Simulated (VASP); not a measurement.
# TaN: single point with PBEsol

The system is TaN.

```xyz
2
Lattice="2.8085 0.0000 0.0000 -1.4042 2.4322 0.0000 0.0000 0.0000 2.9874" Properties=species:S:1:pos:R:3 pbc="T T T"
Ta    0.0000    1.6215    1.4937
N     0.0000    0.0000    0.0000
```

| Item | Value |
| --- | --- |
| Program | VASP 6.6.1 |
| Task | single point |
| Functional | PBEsol |
| Potentials or basis | VASP PAW PBE potentials, release 64 (Ta_sv_GW, N) |
| Cutoff | 700 eV |
| k mesh | 21 × 21 × 18 |
| Occupations | gaussian, width 0.15 eV |
| Spin | no spin polarisation |

```json
{
  "Pressure": "15.0 GPa",
  "Band gap on the k mesh": "zero (bands 9 and 10 overlap by 0.49 eV)"
}
```

Stress tensor (GPa, compression positive):
```
 32.84   0.00   0.00
  0.00  32.84   0.00
  0.00   0.00 -20.54
```

Levels at points of the mesh, in eV from the Fermi level:
| k point | band 7 | band 8 | band 9 | band 10 | band 11 | band 12 |
| --- | --- | --- | --- | --- | --- | --- |
| (0.00, 0.00, 0.00) | -4.04 | -4.04 | -3.34 | 3.43 | 3.43 | 3.46 |
| (0.00, 0.00, 0.50) | -3.11 | -3.11 | -0.15 | -0.15 | 1.35 | 4.10 |

Run time: 120 s on 1 thread of Intel(R) Xeon(R) Platinum 8259CL CPU @ 2.50GHz (Skylake/Cascade Lake), with other jobs on the host, peak memory 0.37 GiB.

Caveat: the stress differs along the axes, from -21 to 33 GPa; the PAW data sets were made with another functional, which shifts forces and pressure a little; spin-orbit coupling is left out, which moves the levels of the heavy elements.
